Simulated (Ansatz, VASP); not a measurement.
# Rh in VASP and in Ansatz

POSCAR

```
Rh
1.0
    0.0000000000      1.9015500000      1.9585965000
    1.9015500000      0.0000000000      1.9585965000
    1.9015500000      1.9015500000      0.0000000000
Rh
1
Direct
    0.0000000000      0.0000000000      0.0000000000
```

File INCAR.step1:

```
PREC     = Accurate       # precision mode
ENCUT    = 520            # plane-wave cutoff, eV
ISMEAR   = 0              # smearing method
SIGMA    = 0.15           # smearing width, eV
LREAL    = False          # projectors in reciprocal space
LASPH    = True           # aspherical terms in the spheres
NELM     = 60             # most SCF steps
NBANDS   = 14             # bands
GGA      = PE             # functional
ALGO     = Normal         # electronic algorithm
EDIFF    = 1E-4           # SCF threshold, eV
LWAVE    = True           # write WAVECAR
LCHARG   = False          # write CHGCAR
```

File INCAR.step2:

```
PREC     = Accurate       # precision mode
ENCUT    = 520            # plane-wave cutoff, eV
EDIFF    = 1E-6           # SCF threshold, eV
ISMEAR   = 0              # smearing method
SIGMA    = 0.15           # smearing width, eV
LREAL    = False          # projectors in reciprocal space
LASPH    = True           # aspherical terms in the spheres
NELM     = 60             # most SCF steps
ALGO     = Normal         # electronic algorithm
ISIF     = 2              # what is computed and relaxed
LWAVE    = False          # write WAVECAR
LCHARG   = False          # write CHGCAR
METAGGA  = R2SCAN         # meta-GGA
LMIXTAU  = True         
NBANDS   = 14             # bands
ISTART   = 1
```

KPOINTS

```
regular mesh
0
Gamma
  22 22 22
```

Input for Ansatz:

```yaml
crystal:
  lattice:
    - [0.0, 1.90155, 1.9585965]
    - [1.90155, 0.0, 1.9585965]
    - [1.90155, 1.90155, 0.0]
  atoms:
    - { symbol: Rh, position: [0.0, 0.0, 0.0] }
basis:
  ecutwfc: 500
kpoints:
  mp_grid: { grid: [22, 22, 22] }
hamiltonian:
  xc: r2scan
scf:
  occupations: { method: gaussian, width: 0.15 }
output:
  forces: true
  stress: true
  eigenvalues: true
```

Change from the starting cell: strain +0.000 along x and y, +0.030 along z, atoms carried along.

Alike in both runs: task single point; functional r2SCAN; k mesh 22 × 22 × 22; occupations gaussian, width 0.15 eV; no spin polarisation.

```csv
,VASP,Ansatz
version,VASP 6.6.1,Ansatz 0.2.0
potentials or method,"VASP PAW PBE potentials, release 64 (Rh_pv), cutoff 520 eV","scalar-relativistic, plane waves, PAW"
valence electrons in the cell,15,17
```

```csv
,VASP,Ansatz,Ansatz less VASP
gap on the k mesh at the Fermi level (eV),none,none,-
pressure (GPa),-6.9,-8.1,-1.20
"traceless stress, the component that is largest in VASP (GPa)",-4.51,-4.49,+0.024
```

VASP's potentials were made for PBE, not for r2SCAN. A gap of «none» marks a metal or a gap that the smearing closes. The functional is the same, so the differences come from potentials, cutoffs and numerics. VASP's potentials hold 15 valence electrons a cell and Ansatz's 17, so a difference there can come from the potentials and not from the codes.
